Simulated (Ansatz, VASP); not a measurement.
## One calculation of BiBrO, two programs

Contents of INCAR:

```
SYSTEM = BiBrO
  ALGO = Normal
  EDIFF = 1E-6
  ENCUT = 520
  ISIF = 2
  ISMEAR = 0
  LASPH = .True.
  LCHARG = .True.
  LELF = .True.
  LREAL = .False.
  LVHAR = .True.
  LWAVE = .False.
  NBANDS = 37
  NELM = 80
  PREC = Accurate
  SIGMA = 0.05
```

The input KPOINTS:

```
k-points
0
Gamma
  8 8 4
  0 0 0
```

POSCAR

```
BiBrO
1.0
    3.8826151614      0.0000000000      0.0000000000
    0.0000000000      3.8826151614      0.0000000000
    0.0000000000      0.0000000000      8.1496000000
Bi Br O
2 2 2
Direct
    0.0000000000      0.5000000000      0.1575579020
    0.5000000000      0.0000000000      0.8424420980
    0.0000000000      0.5000000000      0.6517216503
    0.5000000000      0.0000000000      0.3482783497
    0.0000000000      0.0000000000      0.0000000000
    0.5000000000      0.5000000000      0.0000000000
```

Input for Ansatz:

```yaml
crystal:
  lattice:
    - [3.8826151614, 0.0, 0.0]
    - [0.0, 3.8826151614, 0.0]
    - [0.0, 0.0, 8.1496]
  atoms:
    - { symbol: Bi, position: [0.0, 0.5, 0.157557902] }
    - { symbol: Bi, position: [0.5, 0.0, 0.842442098] }
    - { symbol: Br, position: [0.0, 0.5, 0.6517216503] }
    - { symbol: Br, position: [0.5, 0.0, 0.3482783497] }
    - { symbol: O, position: [0.0, 0.0, 0.0] }
    - { symbol: O, position: [0.5, 0.5, 0.0] }
basis:
  ecutwfc: 520.0
kpoints:
  mp_grid: { grid: [8, 8, 4] }
hamiltonian:
  xc: lda
  pseudopotentials: { kind: paw }
scf:
  occupations: { method: gaussian, width: 0.05 }
output:
  forces: true
  stress: true
  eigenvalues: true
```

Alike in both runs: task single point; functional LDA; k mesh 8 × 8 × 4; occupations gaussian, width 0.05 eV; no spin polarisation.

```csv
,VASP,Ansatz
version,VASP 6.6.1,Ansatz 0.2.0
potentials or method,"VASP PAW LDA potentials, release 64 (Bi_d, Br, O), cutoff 520 eV","scalar-relativistic, plane waves, PAW"
valence electrons in the cell,56,56
```

|  | VASP | Ansatz | Ansatz less VASP |
| --- | --- | --- | --- |
| gap on the k mesh at the Fermi level (eV) | 2.13 | 2.15 | +0.016 |
| least direct gap on the mesh (eV) | 2.37 | 2.37 | +0.006 |
| pressure (GPa) | -2.3 | -2.6 | -0.27 |
| traceless stress, the component that is largest in VASP (GPa) | -0.88 | -0.84 | +0.036 |
| rms of the force components (eV/Å) | 0.169 | 0.195 | +0.0254 |

LDA's correlation is that of Perdew and Zunger in VASP and of Perdew and Wang (1992) in Ansatz. Atom by atom the forces differ by 0.026 eV/Å (rms over components).

Spin-orbit coupling is off throughout.
